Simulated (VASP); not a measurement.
# Ca9F16 in VASP: single point with PBEsol

Aim: the single point of Ca9F16 with PBEsol.

Program: VASP 6.6.1. These are calculated values, not measurements. Logs are shortened: lines on timing, memory, paths and dates and some standing lists are left out, and cuts for length are marked.

### Step 1. The cell of the first run

The cell holds a slab with vacuum, 25 atoms: a = 7.726 Å, b = 7.726 Å, c = 17.520 Å, α = 90.00°, β = 90.00°, γ = 60.00°.

### Step 2. Single point, PBEsol

Input file INCAR:

```
SYSTEM = Ca9F16
ALGO     = Normal         ! electronic algorithm
EDIFF    = 1E-6           ! SCF threshold, eV
ENCUT    = 520            ! plane-wave cutoff, eV
GGA      = PS             ! functional
GGA_COMPAT= .FALSE.      
ISIF     = 2              ! what is computed and relaxed
ISMEAR   = 0              ! smearing method
LASPH    = .TRUE.         ! aspherical terms in the spheres
LCHARG   = .TRUE.         ! write CHGCAR
LELF     = .TRUE.         ! ELF
LREAL    = .FALSE.        ! projectors in reciprocal space
LVHAR    = .TRUE.       
LWAVE    = .FALSE.        ! write WAVECAR
NBANDS   = 119            ! bands
NELM     = 120            ! most SCF steps
NELMDL   = -8           
PREC     = Accurate       ! precision mode
SIGMA    = 0.05           ! smearing width, eV
```

Input file KPOINTS:

```
k-points
0
G
  2 2 1
  0 0 0
```

Input file POSCAR:

```
Ca9F16
1.0
    7.7257780000      0.0000000000      0.0000000000
    3.8628890000      6.6907200000      0.0000000000
    0.0000000000      0.0000000000     17.5195620000
Ca F
9 16
Direct
    0.0000000000      0.0000000000      0.0570791000
    0.0000000000      0.5000000000      0.0570791000
    0.5000000000      0.0000000000      0.0570791000
    0.5000000000      0.5000000000      0.0570791000
    0.6606290579      0.6697532114      0.2469907677
    0.6662831861      0.1673362840      0.2884813713
    0.1696551767      0.6698074100      0.2469718751
    0.1701768605      0.1596298545      0.2467810953
    0.0012510856      0.4978236390      0.4161905530
   -0.0002209465      0.5003904578      0.1748396688
    0.1666667000      0.1666667000      0.1020864000
    0.0278874292     -0.0139531619      0.1736319144
    0.1666667000      0.6666667000      0.1020864000
    0.4864125995      0.5271777198      0.1736598524
    0.6666667000      0.1666667000      0.1020864000
    0.4860968475     -0.0139247353      0.1736337682
    0.6666667000      0.6666667000      0.1020864000
    0.6647667693      0.1699828546      0.4031511492
    0.8294460315      0.8411497631      0.2582611717
    0.7194381381      0.6404297423      0.3687032785
    0.8301213392      0.3296478655      0.2581948483
    0.1419594813      0.2160735938      0.3686362289
    0.3336699085      0.8327468150      0.2748509812
    0.1402840826      0.6405899693      0.3686965916
    0.3401366796      0.3297160232      0.2581891130
```

Potentials or basis: VASP PAW PBE potentials, release 64 (Ca_sv, F).

On the command line:

```
cat potpaw_PBE.64/Ca_sv/POTCAR potpaw_PBE.64/F/POTCAR > POTCAR
mpirun -np 1 vasp_std > vasp.out
```

OUTCAR:

```text
SYSTEM = Ca9F16
   EDIFF = 1E-6
   ENCUT = 520
   GGA = PS
   ISIF = 2
   ISMEAR = 0
   LASPH = .TRUE.
   LREAL = .FALSE.
   NELM = 120
   NELMDL = -8
   PREC = Accurate

 ion  position               nearest neighbor table
   1  0.000  0.000  0.057-  12 2.05  13 2.37  15 2.37  11 2.37
   2  0.000  0.500  0.057-  10 2.06  11 2.37  17 2.37  13 2.37
   3  0.500  0.000  0.057-  16 2.05  17 2.37  11 2.37  15 2.37
   4  0.500  0.500  0.057-  14 2.05  15 2.37  13 2.37  17 2.37
   5  0.661  0.670  0.247-  20 2.17  23 2.24  21 2.28  19 2.28  16 2.48  14 2.48  17 2.54
   6  0.666  0.167  0.288-  18 2.01  19 2.25  21 2.25  25 2.25
   7  0.170  0.670  0.247-  24 2.17  23 2.24  25 2.28  19 2.28  12 2.48  14 2.48  13 2.54
   8  0.170  0.160  0.247-  22 2.17  23 2.24  25 2.28  21 2.28  12 2.47  16 2.47  11 2.54
   9  0.001  0.498  0.416-  24 2.06  20 2.06  22 2.06
  10  1.000  0.500  0.175-   2 2.06
  11  0.167  0.167  0.102-   2 2.37   3 2.37   1 2.37   8 2.54
  12  0.028  0.986  0.174-   1 2.05   8 2.47   7 2.48
  13  0.167  0.667  0.102-   1 2.37   4 2.37   2 2.37   7 2.54
  14  0.486  0.527  0.174-   4 2.05   7 2.48   5 2.48
  15  0.667  0.167  0.102-   4 2.37   1 2.37   3 2.37
  16  0.486  0.986  0.174-   3 2.05   8 2.47   5 2.48
  17  0.667  0.667  0.102-   3 2.37   2 2.37   4 2.37   5 2.54
  18  0.665  0.170  0.403-   6 2.01
  19  0.829  0.841  0.258-   6 2.25   7 2.28   5 2.28
  20  0.719  0.640  0.369-   9 2.06   5 2.17
  21  0.830  0.330  0.258-   6 2.25   8 2.28   5 2.28
  22  0.142  0.216  0.369-   9 2.06   8 2.17
  23  0.334  0.833  0.275-   5 2.24   7 2.24   8 2.24
  24  0.140  0.641  0.369-   9 2.06   7 2.17
  25  0.340  0.330  0.258-   6 2.25   8 2.28   7 2.28

  LATTYP: Found a hexagonal cell.
 ALAT       =     7.7257779896
 C/A-ratio  =     2.2676760869

  Lattice vectors:

 A1 = (  -3.8628890000,  -6.6907200000,   0.0000000000)
 A2 = (   7.7257780000,   0.0000000000,   0.0000000000)
 A3 = (   0.0000000000,   0.0000000000,  17.5195620000)

Analysis of symmetry for initial positions (statically):
=====================================================================
 Subroutine PRICEL returns:
 Original cell was already a primitive cell.

 Routine SETGRP: Setting up the symmetry group for a
 hexagonal supercell.

 Subroutine GETGRP returns: Found  1 space group operations
 (whereof  1 operations were pure point group operations)
 out of a pool of 24 trial point group operations.

The static configuration has the point symmetry C_1 .

Analysis of symmetry for dynamics (positions and initial velocities):
=====================================================================
 Subroutine PRICEL returns:
 Original cell was already a primitive cell.

 Routine SETGRP: Setting up the symmetry group for a
 hexagonal supercell.

 Subroutine GETGRP returns: Found  1 space group operations
 (whereof  1 operations were pure point group operations)
 out of a pool of 24 trial point group operations.

The dynamic configuration has the point symmetry C_1 .

 Subroutine INISYM returns: Found  1 space group operations
 (whereof  1 operations are pure point group operations),
 and found     1 'primitive' translations

----------------------------------------------------------------------------------------

                                     Primitive cell

  volume of cell :     905.6040

  direct lattice vectors                    reciprocal lattice vectors
     7.725778000  0.000000000  0.000000000     0.129436802 -0.074730373  0.000000000
     3.862889000  6.690720000  0.000000000     0.000000000  0.149460746  0.000000000
     0.000000000  0.000000000 17.519562000     0.000000000  0.000000000  0.057079053

  length of vectors
     7.725778000  7.725777990 17.519562000     0.149460745  0.149460746  0.057079053

  position of ions in fractional coordinates (direct lattice)
     0.000000000  0.000000000  0.057079100
     0.000000000  0.500000000  0.057079100
     0.500000000  0.000000000  0.057079100
     0.500000000  0.500000000  0.057079100
     0.660629058  0.669753211  0.246990768
     0.666283186  0.167336284  0.288481371
[... 17 lines left out ...]
     0.140284083  0.640589969  0.368696592
     0.340136680  0.329716023  0.258189113

  ion indices of the primitive-cell ions
   primitive index   ion index
                 1           1
                 2           2
                 3           3
                 4           4
                 5           5
                 6           6
[... 17 lines left out ...]
                24          24
                25          25

----------------------------------------------------------------------------------------

 KPOINTS: k-points

Automatic generation of k-mesh.
 Grid dimensions read from file:
 generate k-points for:    2    2    1

 Generating k-lattice:

  Cartesian coordinates                     Fractional coordinates (reciprocal lattice)
     0.064718401 -0.037365186  0.000000000     0.500000000  0.000000000  0.000000000
     0.000000000  0.074730373  0.000000000     0.000000000  0.500000000  0.000000000
     0.000000000  0.000000000  0.057079053     0.000000000  0.000000000  1.000000000

  Length of vectors
     0.074730373  0.074730373  0.057079053

  Shift w.r.t. Gamma in fractional coordinates (k-lattice)
     0.000000000  0.000000000  0.000000000

 Subroutine IBZKPT returns following result:
 ===========================================

 Found      4 irreducible k-points:

 Following reciprocal coordinates:
            Coordinates               Weight
  0.000000  0.000000  0.000000      1.000000
  0.500000  0.000000  0.000000      1.000000
  0.500000  0.500000  0.000000      1.000000
  0.000000  0.500000  0.000000      1.000000
   k-points           NKPTS =      4   k-points in BZ     NKDIM =      4   number of bands    NBANDS=    119
   number of dos      NEDOS =    301   number of ions     NIONS =     25
   total plane-waves  NPLWV = 504000
   dimension x,y,z NGX =    60 NGY =   60 NGZ =  140
   dimension x,y,z NGXF=   120 NGYF=  120 NGZF=  280
   ions per type =               9  16
   NGX,Y,Z   is equivalent  to a cutoff of  12.91, 12.91, 13.28 a.u.
   NGXF,Y,Z  is equivalent  to a cutoff of  25.82, 25.82, 26.57 a.u.
 SYSTEM =  Ca9F16
   PREC   = accura    normal or accurate (medium, high low for compatibility)
   ISTART =      0    job   : 0-new  1-cont  2-samecut
   ICHARG =      2    charge: 1-file 2-atom 10-const
   ISPIN  =      1    spin polarized calculation?
   LNONCOLLINEAR =      F non collinear calculations
   LSORBIT =      F    spin-orbit coupling
   LASPH  =      T    aspherical Exc in radial PAW
   ENCUT  =  520.0 eV  38.22 Ry    6.18 a.u.  14.36 14.36 32.57*2*pi/ulx,y,z
   NELM   =    120;   NELMIN=  2; NELMDL= -8     # of ELM steps
   EDIFF  = 0.1E-05   stopping-criterion for ELM
   LREAL  =      F    real-space projection
   EDIFFG = 0.1E-04   stopping-criterion for IOM
   NSW    =      0    number of steps for IOM
   IBRION =     -1    ionic relax: 0-MD 1-quasi-New 2-CG
   NFREE  =      0    steps in history (QN), initial steepest desc. (CG)
   ISIF   =      2    stress and relaxation
   ISYM   =      2    0-nonsym 1-usesym 2-fastsym
   POTIM  = 0.5000    time-step for ionic-motion
   TEBEG  =    0.0;   TEEND  =   0.0 temperature during run
   PSTRESS=    0.0 pullay stress
   NELECT =     202.0000    total number of electrons
   NUPDOWN=      -1.0000    fix difference up-down
   EMIN   =  10.00;   EMAX   =-10.00  energy-range for DOS
   EFERMI =   0.00;   METHOD = LEGACY
   ISMEAR =     0;   SIGMA  =   0.05  broadening in eV -4-tet -1-fermi 0-gaus
   EFERMI_NEDOS =   21; number of points for ismear=-14 and -15
   IALGO  =     38    algorithm
   IMIX   =      4    mixing-type and parameters
     AMIX     =   0.40;   BMIX     =  1.00
     AMIX_MAG =   1.60;   BMIX_MAG =  1.00
  volume/ion in A,a.u.               =      36.22       244.45
  Fermi-wavevector in a.u.,A,eV,Ry     =   0.992840  1.876195 13.411683  0.985731
  Thomas-Fermi vector in A             =   2.124680
   LORBIT       =      0    0 simple, 1 ext, 2 COOP (PROOUT), +10 PAW based schemes
   GGA     = PS    functional components
   LHFCALC =     F    Hartree Fock is set to
   AEXX    =    0.0000 exact exchange contribution
   IVDW    =     0    specifies the selected vdW correction
   LEPSILON=     F    determine dielectric tensor
   LRPA    =     F    only Hartree local field effects (RPA)
 non-spin polarized calculation
 Gauss-broadening in eV      SIGMA  =   0.05
  energy-cutoff  :      520.00
  volume of cell :      905.60
 maximum number of plane-waves:     24422
 NGX is ok and might be reduce to    60
   NGX = 29   NGY = 29   NGZ = 65

 number of electron     201.9999958 magnetization

 Free energy of the ion-electron system (eV)
  ---------------------------------------------------
  ext. energy  EPLUGINS =         0.00000000
  ---------------------------------------------------
  free energy    TOTEN  =      -132.97781920 eV

  energy without entropy =     -132.93595156  energy(sigma->0) =     -132.95688538

 E-fermi :  -2.1150     XC(G=0):  -4.8980

 val. band max:       -2.1199863428   @ k =   0.0000   0.5000   0.0000
 cond. band min:      -2.1099459243   @ k =   0.0000   0.5000   0.0000
 fundamental gap:      0.0100404185
 Fermi energy:        -2.1149620190

 k-point     1 :       0.0000    0.0000    0.0000
  band No.  band energies     occupation
      1     -43.2280      2.00000
      2     -43.1677      2.00000
      3     -43.1568      2.00000
      4     -43.1555      2.00000
      5     -40.1720      2.00000
      6     -39.7135      2.00000
[... 105 lines left out ...]
    112       1.8753      0.00000
    113       1.8755      0.00000

 k-point     2 :       0.5000    0.0000    0.0000
  band No.  band energies     occupation
      1     -43.2274      2.00000
      2     -43.1641      2.00000
      3     -43.1608      2.00000
      4     -43.1557      2.00000
      5     -40.1720      2.00000
      6     -39.7074      2.00000
[... 105 lines left out ...]
    112       1.6105      0.00000
    113       1.7235      0.00000

 k-point     3 :       0.5000    0.5000    0.0000
  band No.  band energies     occupation
      1     -43.2274      2.00000
      2     -43.1643      2.00000
      3     -43.1606      2.00000
      4     -43.1558      2.00000
      5     -40.1720      2.00000
      6     -39.7075      2.00000
[... 105 lines left out ...]
    112       1.6106      0.00000
    113       1.7234      0.00000

 k-point     4 :       0.0000    0.5000    0.0000
  band No.  band energies     occupation
      1     -43.2273      2.00000
      2     -43.1650      2.00000
      3     -43.1588      2.00000
      4     -43.1568      2.00000
      5     -40.1720      2.00000
      6     -39.7086      2.00000
[... 105 lines left out ...]
    112       1.6108      0.00000
    113       1.7227      0.00000
 [bands above 113 left out]

------------------------ aborting loop because EDIFF is reached ----------------------------------------

  FORCE on cell =-STRESS in cart. coord.  units (eV):
  Direction    XX          YY          ZZ          XY          YZ          ZX
  --------------------------------------------------------------------------------------
  -------------------------------------------------------------------------------------
  Total        0.7078174      0.7818329     -6.2822251      0.0035463     -0.0022379     -0.0001286
  in kB        1.2522570      1.3832038    -11.1143930      0.0062740     -0.0039593     -0.0002274
  external PRESSURE =      -2.8263107 kB  Pullay stress =       0.0000000 kB

 VOLUME and BASIS-vectors are now :
 -----------------------------------------------------------------------------
  energy-cutoff  :      520.00
  volume of cell :      905.60
      direct lattice vectors                 reciprocal lattice vectors
     7.725778000  0.000000000  0.000000000     0.129436802 -0.074730373  0.000000000
     3.862889000  6.690720000  0.000000000     0.000000000  0.149460746  0.000000000
     0.000000000  0.000000000 17.519562000     0.000000000  0.000000000  0.057079053

 POSITION                                       TOTAL-FORCE (eV/Angst)
 -----------------------------------------------------------------------------------
      0.00000      0.00000      1.00000        -0.052557      0.028706      2.145936
      1.93144      3.34536      1.00000        -0.000118      0.001486      2.036647
      3.86289      0.00000      1.00000         0.052544      0.028530      2.146390
      5.79433      3.34536      1.00000         0.000146     -0.058732      2.151555
      7.69106      4.48113      4.32717         0.006630     -0.000881     -0.044761
      5.79396      1.11960      5.05407         0.000169     -0.002822     -0.101780
[... 17 lines left out ...]
      3.55833      4.28601      6.45940         0.061691      0.033212      0.017323
      3.90148      2.20604      4.52336        -0.003910      0.002615     -0.003505
 -----------------------------------------------------------------------------------
    total drift:                               -0.000071      0.000233     -0.000736

  FREE ENERGIE OF THE ION-ELECTRON SYSTEM (eV)
  ---------------------------------------------------
  free  energy   TOTEN  =      -132.9778191995 eV

  energy  without entropy=     -132.9359515602  energy(sigma->0) =     -132.95688538
```

Wall time 24 min (1 thread of Intel Xeon Platinum 8375C at 2.90GHz (Ice Lake), shared host); peak memory 1.1 GiB.

What came out:

```yaml
Free_energy: -132.9778 eV
Largest_force: 2.310 eV/Å
Band_gap_on_the_k_mesh: 0.01 eV, direct
```

Forces in eV/Å, atoms in the order of the input:
```
Ca  -0.053  0.029  2.146
Ca   0.000  0.001  2.037
Ca   0.053  0.029  2.146
Ca   0.000 -0.059  2.152
Ca   0.007 -0.001 -0.045
Ca   0.000 -0.003 -0.102
Ca  -0.007 -0.001 -0.045
Ca   0.000  0.007 -0.043
Ca   0.000 -0.003  0.124
F    0.000 -0.002  0.076
F    0.000  0.301 -2.291
F   -0.001  0.000  0.084
F   -0.252 -0.149 -2.292
F    0.000  0.001  0.083
F    0.000 -0.004 -2.016
F    0.001  0.000  0.084
F    0.251 -0.148 -2.292
F    0.000  0.002  0.134
F    0.000 -0.003 -0.006
F   -0.062  0.033  0.017
F    0.004  0.003 -0.004
F    0.000 -0.066  0.017
F    0.000 -0.002  0.020
F    0.062  0.033  0.017
F   -0.004  0.003 -0.004
```

Levels at points of the mesh, in eV from the valence-band top:
```csv
k point,band 97,band 98,band 99,band 100,band 101,band 102,band 103,band 104,band 105,band 106
"(0.00, 0.00, 0.00)",-1.65,-0.71,-0.42,-0.17,-0.17,1.20,1.20,1.22,2.16,2.16
"(0.50, 0.00, 0.00)",-1.65,-0.42,-0.18,-0.17,0.00,0.01,1.03,1.04,2.40,2.44
"(0.50, 0.50, 0.00)",-1.65,-0.42,-0.18,-0.17,0.00,0.01,1.03,1.04,2.40,2.44
"(0.00, 0.50, 0.00)",-1.65,-0.42,-0.18,-0.17,0.00,0.01,1.03,1.04,2.40,2.44
```

Caveat: the k points lie up to 0.47 Å⁻¹ apart; the PAW data sets were made with another functional, which shifts forces and pressure a little.
